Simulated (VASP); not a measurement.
A run of VASP 6.6.1 is set up as follows.

The input INCAR:

```
PREC     = Accurate       # precision mode
ENCUT    = 520            # plane-wave cutoff, eV
EDIFF    = 1E-7           # SCF threshold, eV
ISMEAR   = 0              # smearing method
SIGMA    = 0.1            # smearing width, eV
LREAL    = F              # projectors in reciprocal space
LASPH    = T              # aspherical terms in the spheres
NELM     = 100            # most SCF steps
ALGO     = Normal         # electronic algorithm
ISIF     = 2              # what is computed and relaxed
LWAVE    = F              # write WAVECAR
LCHARG   = F              # write CHGCAR
LDIPOL   = T            
IDIPOL   = 3            
DIPOL    = 0.5 0.5 0.360
GGA      = PE             # functional
NBANDS   = 47             # bands
```

The input KPOINTS:

```
regular mesh
0
Gamma
  9 6 1
```

Contents of POSCAR:

```
Ti6Si
1.0
    2.8319727849      0.0000000000      0.0000000000
    0.0000000000      4.5793473376      0.0000000000
    0.0000000000      0.0000000000     22.0506931396
Ti Si
6 1
Direct
    0.5000000000      0.0000000000      0.1814001934
    0.0000000000      0.5000000000      0.2413504045
    0.5000000000      0.0000000000      0.3013006156
    0.5000000000      0.5000000000      0.3625816749
    0.0000000000      0.0000000000      0.4208168374
    0.5000000000      0.5000000000      0.4784744440
    1.0000000000      0.9000000000      0.5342809574
```

Potentials or basis: VASP PAW PBE potentials, release 64 (Ti_sv, Si).

Command:

```sh
$ cat potpaw_PBE.64/Ti_sv/POTCAR potpaw_PBE.64/Si/POTCAR > POTCAR
$ mpirun -np 1 vasp_std > vasp.out
```

Q: What does it give for the band gap on the k mesh?

A: Zero (bands 38 and 39 overlap by 0.13 eV).

Q: What does it give for the largest force?

A: 1.305 eV/Å.

Forces on the atoms (eV/Å):
```
Ti   0.000 -0.005  0.389
Ti   0.000  0.010  0.078
Ti   0.000 -0.004 -0.468
Ti   0.000 -0.067 -0.237
Ti   0.000 -0.128 -0.848
Ti   0.000 -0.713  1.094
Si   0.000  0.908 -0.007
```
